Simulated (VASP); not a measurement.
**MgO2: single point with PBEsol**

MgO2:

```xyz
3
Lattice="1.5406 0.8894 3.3542 -1.5406 0.8894 3.3542 0.0000 -1.7789 3.3542" Properties=species:S:1:pos:R:3 pbc="T T T"
Mg    0.0000    0.0000    0.0000
O     0.0000    0.0000    4.3147
O     0.0000    0.0000    5.7479
```

This cell differs from its parent crystal: strain -0.040 along x and y, -0.040 along z.

```yaml
Program: VASP 6.6.1
Task: single point
Functional: PBEsol
Potentials_or_basis: VASP PAW PBE potentials, release 64 (Mg_sv, O)
Cutoff: 840 eV
k_mesh: 12 × 12 × 12
Occupations: gaussian, width 0.05 eV
Spin: no spin polarisation
```

```json
{"Pressure": "14.9 GPa", "Largest force": "0.496 eV/Å", "Band gap on the k mesh": "2.99 eV"}
```

Forces in eV/Å, atoms in the order of the input:
```
Mg   0.000  0.000  0.000
O    0.000  0.000 -0.496
O    0.000  0.000  0.496
```

Stress tensor (GPa, compression positive):
```
11.54  0.00  0.00
 0.00 11.54  0.00
 0.00  0.00 21.66
```

Levels at points of the mesh, in eV from the valence-band top:
```csv
k point,band 7,band 8,band 9,band 10,band 11,band 12,band 13,band 14,band 15,band 16
"(0.00, 0.00, 0.00)",-8.62,-3.85,-3.85,-1.01,-1.01,4.90,5.41,13.06,14.87,15.08
"(0.50, 0.00, 0.00)",-7.42,-6.95,-4.28,-1.46,-1.30,4.74,8.89,11.11,13.27,15.15
"(0.50, 0.50, 0.00)",-6.69,-6.22,-4.99,-2.43,-0.20,4.16,7.78,11.62,13.59,13.78
"(0.50, 0.50, 0.50)",-5.33,-4.47,-4.47,0.00,0.00,2.99,4.87,10.54,14.80,14.80
```

Run time: 2.2 min on 1 thread of Intel(R) Xeon(R) Platinum 8559C (Emerald Rapids), with other jobs on the host, peak memory 0.31 GiB.

Caveat: the cell differs from its parent crystal (strain -0.040 along x and y, -0.040 along z); the stress differs along the axes, from 12 to 22 GPa; the PAW data sets were made with another functional, which shifts forces and pressure a little. A k mesh can miss the band edges.
